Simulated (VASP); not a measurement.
Write the native input for VASP 6.6.1 that does the following.

* Task: single point
* Functional: PBEsol
* Potentials or basis: VASP PAW PBE potentials, release 64 (Hg, Te)
* Cutoff: 520 eV
* k mesh: 11 × 11 × 11
* Occupations: fermi-dirac, width 0.1 eV
* Spin: no spin polarisation
* Dipole correction: no
* Further INCAR settings: ALGO = Normal; EDIFF = 1e-07; NBANDS = 16

The structure of HgTe (rocksalt type) lies in POSCAR:

```
HgTe
1.0
    0.0000000000      2.9412988599      2.9412988599
    2.9412988599      0.0000000000      2.9412988599
    2.9412988599      2.9412988599      0.0000000000
Hg Te
1 1
Direct
    0.0000000000      0.0000000000      0.0000000000
    0.5000000000      0.5000000000      0.5000000000
```

One way to write it, as run:

INCAR

```
SYSTEM = HgTe
  PREC = Accurate
  ENCUT = 520
  EDIFF = 1E-7
  ISMEAR = -1
  SIGMA = 0.1
  LREAL = .False.
  LASPH = .True.
  NELM = 60
  ALGO = Normal
  ISIF = 2
  LWAVE = .False.
  LCHARG = .False.
  GGA = PS
  NBANDS = 16
```

KPOINTS

```
Automatic mesh
0
Gamma
  11 11 11
  0 0 0
```

Potentials or basis: VASP PAW PBE potentials, release 64 (Hg, Te).

The run is started by

```console
$ cat potpaw_PBE.64/Hg/POTCAR potpaw_PBE.64/Te/POTCAR > POTCAR
$ mpirun -np 1 vasp_std > vasp.out
```

Results of the run:

| Quantity | Value |
| --- | --- |
| Pressure | 4.6 GPa |
| Band gap on the k mesh | zero (bands 9 and 10 overlap by 3.09 eV) |

Caveat: the cell stands under pressure; the PAW data sets were made with another functional, which shifts forces and pressure a little; spin-orbit coupling is left out, which moves the levels of the heavy elements.

It took 27 s on 1 thread of Intel(R) Xeon(R) Platinum 8259CL CPU @ 2.50GHz (Skylake/Cascade Lake), with other jobs on the host, peak memory 0.2 GiB.
